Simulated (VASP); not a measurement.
# SnSe (F-43m) in VASP: settings compared

SnSe is run at these levels: PBE-based screened hybrid with 25 % exact exchange, PBEsol-based screened hybrid with 25 % exact exchange, B3LYP, r2SCAN-based global hybrid with 15 % exact exchange, r2SCAN-based global hybrid with 35 % exact exchange; tasks: single point.

Everything below comes from runs of VASP 6.6.1. Logs are shortened: lines on timing, memory, paths and dates and some standing lists are left out, and cuts for length are marked.

### 1 The cell of the first run

It takes space group F-43m (No. 216, cubic). Conventional cell: a = 6.782 Å, b = 6.782 Å, c = 6.782 Å, α = 90.00°, β = 90.00°, γ = 90.00°. Sn (site symmetry -43m) has 4 Se at 2.94 Å within 3.9 Å. Se (site symmetry -43m) has 4 Sn at 2.94 Å within 3.9 Å.

### 2 Single point, PBE-based screened hybrid with 25 % exact exchange

POSCAR

```
SnSe
1.0
    0.0000000000      3.3908400000      3.3908400000
    3.3908400000      0.0000000000      3.3908400000
    3.3908400000      3.3908400000      0.0000000000
Sn Se
1 1
Direct
    0.0000000000      0.0000000000      0.0000000000
    0.7500000000      0.7500000000      0.7500000000
```

INCAR.step1

```
PREC = Accurate
ENCUT = 520
EDIFF = 1E-5
ISMEAR = -1
SIGMA = 0.05
LREAL = F
LASPH = T
NELM = 100
ALGO = Normal
ISIF = 2
LWAVE = T
NBANDS = 17
GGA = PE
```

INCAR.step2

```
PREC = Accurate
ENCUT = 520
EDIFF = 1E-6
ISMEAR = -1
SIGMA = 0.05
LREAL = F
LASPH = T
NELM = 100
ALGO = Normal
ISIF = 2
LWAVE = F
LCHARG = T
GGA = PE
LHFCALC = T
AEXX = 0.25
HFSCREEN = 0.3
PRECFOCK = Normal
LELF = T
LVHAR = T
NBANDS = 17
ISTART = 1
```

KPOINTS

```
regular mesh
0
Gamma
  4 4 4
```

Potentials or basis: VASP PAW PBE potentials, release 64 (Sn_d, Se).

Run with:

```sh
$ cat potpaw_PBE.64/Sn_d/POTCAR potpaw_PBE.64/Se/POTCAR > POTCAR
$ cp INCAR.step1 INCAR
$ mpirun -np 1 vasp_std > vasp.out
$ cp INCAR.step2 INCAR
$ mpirun -np 1 vasp_std > vasp.out
```

OUTCAR:

```text
PREC = Accurate
   ENCUT = 520
   EDIFF = 1E-6
   ISMEAR = -1
   LREAL = F
   LASPH = T
   NELM = 100
   ISIF = 2
   GGA = PE
   LHFCALC = T
   AEXX = 0.25
   HFSCREEN = 0.3
   PRECFOCK = Normal
   ISTART = 1

 ion  position               nearest neighbor table
   1  0.000  0.000  0.000-   2 2.94   2 2.94   2 2.94   2 2.94
   2  0.750  0.750  0.750-   1 2.94   1 2.94   1 2.94   1 2.94

  LATTYP: Found a face centered cubic cell.
 ALAT       =     6.7816800000

  Lattice vectors:

 A1 = (   0.0000000000,   3.3908400000,   3.3908400000)
 A2 = (   3.3908400000,   0.0000000000,   3.3908400000)
 A3 = (   3.3908400000,   3.3908400000,   0.0000000000)

Analysis of symmetry for initial positions (statically):
=====================================================================
 Subroutine PRICEL returns:
 Original cell was already a primitive cell.

 Routine SETGRP: Setting up the symmetry group for a
 face centered cubic supercell.

 Subroutine GETGRP returns: Found 24 space group operations
 (whereof 24 operations were pure point group operations)
 out of a pool of 48 trial point group operations.

The static configuration has the point symmetry T_d .

Analysis of symmetry for dynamics (positions and initial velocities):
=====================================================================
 Subroutine PRICEL returns:
 Original cell was already a primitive cell.

 Routine SETGRP: Setting up the symmetry group for a
 face centered cubic supercell.

 Subroutine GETGRP returns: Found 24 space group operations
 (whereof 24 operations were pure point group operations)
 out of a pool of 48 trial point group operations.

The dynamic configuration has the point symmetry T_d .

 Subroutine INISYM returns: Found 24 space group operations
 (whereof 24 operations are pure point group operations),
 and found     1 'primitive' translations

----------------------------------------------------------------------------------------

                                     Primitive cell

  volume of cell :      77.9744

  direct lattice vectors                    reciprocal lattice vectors
     0.000000000  3.390840000  3.390840000    -0.147456088  0.147456088  0.147456088
     3.390840000  0.000000000  3.390840000     0.147456088 -0.147456088  0.147456088
     3.390840000  3.390840000  0.000000000     0.147456088  0.147456088 -0.147456088

  length of vectors
     4.795371916  4.795371916  4.795371916     0.255401436  0.255401436  0.255401436

  position of ions in fractional coordinates (direct lattice)
     0.000000000  0.000000000  0.000000000
     0.750000000  0.750000000  0.750000000

  ion indices of the primitive-cell ions
   primitive index   ion index
                 1           1
                 2           2

----------------------------------------------------------------------------------------

 KPOINTS: regular mesh

Automatic generation of k-mesh.
 Grid dimensions read from file:
 generate k-points for:    4    4    4

 Generating k-lattice:

  Cartesian coordinates                     Fractional coordinates (reciprocal lattice)
    -0.036864022  0.036864022  0.036864022     0.250000000  0.000000000  0.000000000
     0.036864022 -0.036864022  0.036864022     0.000000000  0.250000000  0.000000000
     0.036864022  0.036864022 -0.036864022     0.000000000  0.000000000  0.250000000

  Length of vectors
     0.063850359  0.063850359  0.063850359

  Shift w.r.t. Gamma in fractional coordinates (k-lattice)
     0.000000000  0.000000000  0.000000000

 Subroutine IBZKPT returns following result:
 ===========================================

 Found      8 irreducible k-points:

 Following reciprocal coordinates:
            Coordinates               Weight
  0.000000  0.000000  0.000000      1.000000
  0.250000  0.000000  0.000000      8.000000
  0.500000  0.000000  0.000000      4.000000
  0.250000  0.250000  0.000000      6.000000
  0.500000  0.250000  0.000000     24.000000
 -0.250000  0.250000  0.000000     12.000000
  0.500000  0.500000  0.000000      3.000000
 -0.250000  0.500000  0.250000      6.000000
   k-points           NKPTS =      8   k-points in BZ     NKDIM =     64   number of bands    NBANDS=     17
   number of dos      NEDOS =    301   number of ions     NIONS =      2
   total plane-waves  NPLWV =  46656
   dimension x,y,z NGX =    36 NGY =   36 NGZ =   36
   dimension x,y,z NGXF=    72 NGYF=   72 NGZF=   72
   ions per type =               1   1
   NGX,Y,Z   is equivalent  to a cutoff of  12.48, 12.48, 12.48 a.u.
   NGXF,Y,Z  is equivalent  to a cutoff of  24.96, 24.96, 24.96 a.u.
 SYSTEM =  unknown system
   PREC   = accura    normal or accurate (medium, high low for compatibility)
   ISTART =      1    job   : 0-new  1-cont  2-samecut
   ICHARG =      0    charge: 1-file 2-atom 10-const
   ISPIN  =      1    spin polarized calculation?
   LNONCOLLINEAR =      F non collinear calculations
   LSORBIT =      F    spin-orbit coupling
   LASPH  =      T    aspherical Exc in radial PAW
   ENCUT  =  520.0 eV  38.22 Ry    6.18 a.u.   8.92  8.92  8.92*2*pi/ulx,y,z
   NELM   =    100;   NELMIN=  2; NELMDL=  0     # of ELM steps
   EDIFF  = 0.1E-05   stopping-criterion for ELM
   LREAL  =      F    real-space projection
   EDIFFG = 0.1E-04   stopping-criterion for IOM
   NSW    =      0    number of steps for IOM
   IBRION =     -1    ionic relax: 0-MD 1-quasi-New 2-CG
   NFREE  =      0    steps in history (QN), initial steepest desc. (CG)
   ISIF   =      2    stress and relaxation
   ISYM   =      3    0-nonsym 1-usesym 2-fastsym
   POTIM  = 0.5000    time-step for ionic-motion
   TEBEG  =    0.0;   TEEND  =   0.0 temperature during run
   PSTRESS=    0.0 pullay stress
   NELECT =      20.0000    total number of electrons
   NUPDOWN=      -1.0000    fix difference up-down
   EMIN   =  10.00;   EMAX   =-10.00  energy-range for DOS
   EFERMI =   0.00;   METHOD = LEGACY
   ISMEAR =    -1;   SIGMA  =   0.05  broadening in eV -4-tet -1-fermi 0-gaus
   EFERMI_NEDOS =   21; number of points for ismear=-14 and -15
   IALGO  =     38    algorithm
   IMIX   =      1    mixing-type and parameters
     AMIX     =   0.40;   BMIX     =  1.00
     AMIX_MAG =   1.60;   BMIX_MAG =  1.00
  volume/ion in A,a.u.               =      38.99       263.10
  Fermi-wavevector in a.u.,A,eV,Ry     =   1.040162  1.965621 14.720638  1.081936
  Thomas-Fermi vector in A             =   2.174725
   LORBIT       =      0    0 simple, 1 ext, 2 COOP (PROOUT), +10 PAW based schemes
   GGA     = PE    functional components
   LHFCALC =     T    Hartree Fock is set to
   PRECFOCK=normal    Normal, Fast or Accurate (Low or Medium for compatibility)
   ENCUT4O =  -1.0   cutoff for four orbital integrals eV
   NKREDX  =     1    reduce k-point grid by
   NKREDY  =     1    reduce k-point grid by
   NKREDZ  =     1    reduce k-point grid by
   AEXX    =    0.2500 exact exchange contribution
   HFSCREEN=    0.3000 screening length (either q_TF or 0.3 A-1)
   HFSCREENC=   0.3000 screening length for correlation (either q_TF or 0.3 A-1)
   ENCUTFOCK=  -1.0 apply spherical cutoff to Coloumb kernel
   IVDW    =     0    specifies the selected vdW correction
   LEPSILON=     F    determine dielectric tensor
   LRPA    =     F    only Hartree local field effects (RPA)
 non-spin polarized calculation
  energy-cutoff  :      520.00
  volume of cell :       77.97
 maximum number of plane-waves:      2120
  NGX = 28; NGY = 28; NGZ = 28

 number of electron      20.0000005 magnetization

 Free energy of the ion-electron system (eV)
  ---------------------------------------------------
  ext. energy  EPLUGINS =         0.00000000
  ---------------------------------------------------
  free energy    TOTEN  =        -8.90756735 eV

  energy without entropy =       -8.90481513  energy(sigma->0) =       -8.90619124

 E-fermi :   2.8007     XC(G=0):  -6.6430

 val. band max:        2.6385270294   @ k =  -0.2500   0.5000   0.2500
 cond. band min:       2.9262251075   @ k =   0.5000   0.5000   0.0000
 fundamental gap:      0.2876980781
 Fermi energy:         2.8006947135

 k-point     1 :       0.0000    0.0000    0.0000
  band No.  band energies     occupation
      1     -21.2757      2.00000
      2     -21.2757      2.00000
      3     -21.2757      2.00000
      4     -21.2616      2.00000
      5     -21.2616      2.00000
      6     -11.7979      2.00000
[... 9 lines left out ...]
     16      10.5653      0.00000
     17      11.6922      0.00000

 k-point     2 :       0.2500    0.0000    0.0000
  band No.  band energies     occupation
      1     -21.2770      2.00000
      2     -21.2742      2.00000
      3     -21.2741      2.00000
      4     -21.2615      2.00000
      5     -21.2615      2.00000
      6     -11.5725      2.00000
[... 9 lines left out ...]
     16       9.8038      0.00000
     17      11.2040      0.00000

 k-point     3 :       0.5000    0.0000    0.0000
  band No.  band energies     occupation
      1     -21.2784      2.00000
      2     -21.2729      2.00000
      3     -21.2729      2.00000
      4     -21.2611      2.00000
      5     -21.2611      2.00000
      6     -11.3117      2.00000
[... 9 lines left out ...]
     16      10.9819      0.00000
     17      10.9819      0.00000

 k-point     4 :       0.2500    0.2500    0.0000
  band No.  band energies     occupation
      1     -21.2795      2.00000
      2     -21.2725      2.00000
      3     -21.2724      2.00000
      4     -21.2626      2.00000
      5     -21.2607      2.00000
      6     -11.4951      2.00000
[... 9 lines left out ...]
     16      11.2783      0.00000
     17      13.2016      0.00000

 k-point     5 :       0.5000    0.2500    0.0000
  band No.  band energies     occupation
      1     -21.2804      2.00000
      2     -21.2714      2.00000
      3     -21.2709      2.00000
      4     -21.2624      2.00000
      5     -21.2605      2.00000
      6     -11.2282      2.00000
[... 9 lines left out ...]
     16      11.3386      0.00000
     17      12.2905      0.00000

 k-point     6 :      -0.2500    0.2500    0.0000
  band No.  band energies     occupation
      1     -21.2787      2.00000
      2     -21.2724      2.00000
      3     -21.2724      2.00000
      4     -21.2616      2.00000
      5     -21.2613      2.00000
      6     -11.3188      2.00000
[... 9 lines left out ...]
     16      10.8502      0.00000
     17      12.3119      0.00000

 k-point     7 :       0.5000    0.5000    0.0000
  band No.  band energies     occupation
      1     -21.2832      2.00000
      2     -21.2692      2.00000
      3     -21.2692      2.00000
      4     -21.2636      2.00000
      5     -21.2597      2.00000
      6     -11.1370      2.00000
[... 9 lines left out ...]
     16      12.5506      0.00000
     17      12.5506      0.00000

 k-point     8 :      -0.2500    0.5000    0.2500
  band No.  band energies     occupation
      1     -21.2807      2.00000
      2     -21.2718      2.00000
      3     -21.2693      2.00000
      4     -21.2625      2.00000
      5     -21.2606      2.00000
      6     -11.1337      2.00000
[... 9 lines left out ...]
     16      11.8606      0.00000
     17      12.1412      0.00000

------------------------ aborting loop because EDIFF is reached ----------------------------------------

  FORCE on cell =-STRESS in cart. coord.  units (eV):
  Direction    XX          YY          ZZ          XY          YZ          ZX
  --------------------------------------------------------------------------------------
  -------------------------------------------------------------------------------------
  Total       -0.3433221     -0.3433221     -0.3433221     -0.0000000     -0.0000000      0.0000000
  in kB       -7.0544066     -7.0544066     -7.0544066     -0.0000000     -0.0000000      0.0000000
  external PRESSURE =      -7.0544066 kB  Pullay stress =       0.0000000 kB

 VOLUME and BASIS-vectors are now :
 -----------------------------------------------------------------------------
  energy-cutoff  :      520.00
  volume of cell :       77.97
      direct lattice vectors                 reciprocal lattice vectors
     0.000000000  3.390840000  3.390840000    -0.147456088  0.147456088  0.147456088
     3.390840000  0.000000000  3.390840000     0.147456088 -0.147456088  0.147456088
     3.390840000  3.390840000  0.000000000     0.147456088  0.147456088 -0.147456088

 POSITION                                       TOTAL-FORCE (eV/Angst)
 -----------------------------------------------------------------------------------
      0.00000      0.00000      0.00000         0.000000      0.000000      0.000000
      5.08626      5.08626      5.08626        -0.000000     -0.000000     -0.000000
 -----------------------------------------------------------------------------------
    total drift:                               -0.000019     -0.000018     -0.000004

  FREE ENERGIE OF THE ION-ELECTRON SYSTEM (eV)
  ---------------------------------------------------
  free  energy   TOTEN  =        -8.9075673456 eV

  energy  without entropy=       -8.9048151268  energy(sigma->0) =       -8.90619124
```

Wall time 23 min (1 thread of Intel Xeon 8259CL, shared host); peak memory 0.32 GiB.

What came out:

- Free energy: -8.9076 eV
- Pressure: -0.7 GPa
- Band gap on the k mesh: 0.29 eV (least direct gap 0.96 eV)

Levels at points of the mesh, in eV from the valence-band top:
```tsv
k point	band 8	band 9	band 10	band 11	band 12	band 13
(0.00, 0.00, 0.00)	-2.54	-2.54	-2.54	1.80	1.80	1.80
(0.50, 0.00, 0.00)	-3.07	-3.07	-2.27	2.58	2.58	3.68
(0.50, 0.50, 0.00)	-3.79	-3.79	-0.68	0.29	4.79	4.79
```

Caveat: the PAW data sets were made with another functional, which shifts forces and pressure a little; spin-orbit coupling is left out, which moves the levels of the heavy elements. A k mesh can miss the band edges.

### 3 Single point, PBEsol-based screened hybrid with 25 % exact exchange

POSCAR is that of step 2.

INCAR.step1

```
PREC = Accurate ; ENCUT = 520
EDIFF = 1E-5 ; ISMEAR = -1
SIGMA = 0.05 ; LREAL = F
LASPH = T ; NELM = 100
ALGO = Normal ; ISIF = 2
LWAVE = T ; NBANDS = 17
GGA = PE
```

INCAR.step2

```
PREC = Accurate ; ENCUT = 520
EDIFF = 1E-6 ; ISMEAR = -1
SIGMA = 0.05 ; LREAL = F
LASPH = T ; NELM = 100
ALGO = Normal ; ISIF = 2
LWAVE = F ; LCHARG = T
GGA = PS ; LHFCALC = T
AEXX = 0.25 ; HFSCREEN = 0.207
PRECFOCK = Normal ; LELF = T
LVHAR = T ; NBANDS = 17
ISTART = 1
```

KPOINTS

```
Automatic mesh
0
Gamma
  4 4 4
```

Potentials or basis: VASP PAW PBE potentials, release 64 (Sn_d, Se).

Run with:

```sh
$ cat potpaw_PBE.64/Sn_d/POTCAR potpaw_PBE.64/Se/POTCAR > POTCAR
$ cp INCAR.step1 INCAR
$ mpirun -np 1 vasp_std > vasp.out
$ cp INCAR.step2 INCAR
$ mpirun -np 1 vasp_std > vasp.out
```

Wall time 20 min (1 thread of Intel Xeon 8259CL, shared host); peak memory 0.33 GiB.

The run converged. Its results:

| Property | Result |
| --- | --- |
| Free energy | -9.5795 eV |
| Pressure | -1.8 GPa |
| Band gap on the k mesh | 0.33 eV (least direct gap 1.04 eV) |

Levels at points of the mesh, in eV from the valence-band top:
```tsv
k point	band 6	band 7	band 8	band 9	band 10	band 11	band 12	band 13	band 14	band 15
(0.00, 0.00, 0.00)	-14.58	-5.83	-2.58	-2.58	-2.58	1.91	1.91	1.91	5.14	8.08
(0.50, 0.00, 0.00)	-14.08	-7.89	-3.13	-3.13	-2.35	2.70	2.70	3.79	6.73	7.94
(0.50, 0.50, 0.00)	-13.91	-8.19	-3.86	-3.86	-0.71	0.33	4.94	4.94	6.03	7.82
```

Caveat: the PAW data sets were made with another functional, which shifts forces and pressure a little; spin-orbit coupling is left out, which moves the levels of the heavy elements. A k mesh can miss the band edges.

(Continued in part 2 of 2.)
